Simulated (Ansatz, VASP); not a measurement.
**ZrC2: VASP beside Ansatz**

```xyz
3
Lattice="1.3576 -3.4866 0.0000 1.3576 3.4866 0.0000 0.0000 0.0000 3.1045" Properties=species:S:1:pos:R:3 pbc="T T T"
Zr    0.0000    0.0000    1.5522
C     1.3576   -1.3940    0.0000
C     1.3576    1.3940    0.0000
```

Change from the starting cell: the structure that the rattled cell fell into.

Alike in both runs: functional PBE; k mesh 18 × 18 × 14; occupations gaussian, width 0.1 eV; no spin polarisation.

Ansatz relaxed the structure, and its values are those at the end. VASP's run is a single point on that final structure, the one shown.

```csv
,VASP,Ansatz
version,VASP 6.6.1,Ansatz 0.2.0
potentials or method,"VASP PAW PBE potentials, release 64 (Zr_sv, C), cutoff 520 eV","scalar-relativistic, plane waves, PAW"
valence electrons in the cell,20,20
```

```tsv
	VASP	Ansatz	Ansatz less VASP
gap on the k mesh at the Fermi level (eV)	none	none	-
pressure (GPa)	0.3	0.0	-0.33
rms of the force components (eV/Å)	0.005	0.002	-0.0034
```

A gap of «none» marks a metal or a gap that the smearing closes. With one functional, cell and mesh, what is left measures potentials, basis and numerics.
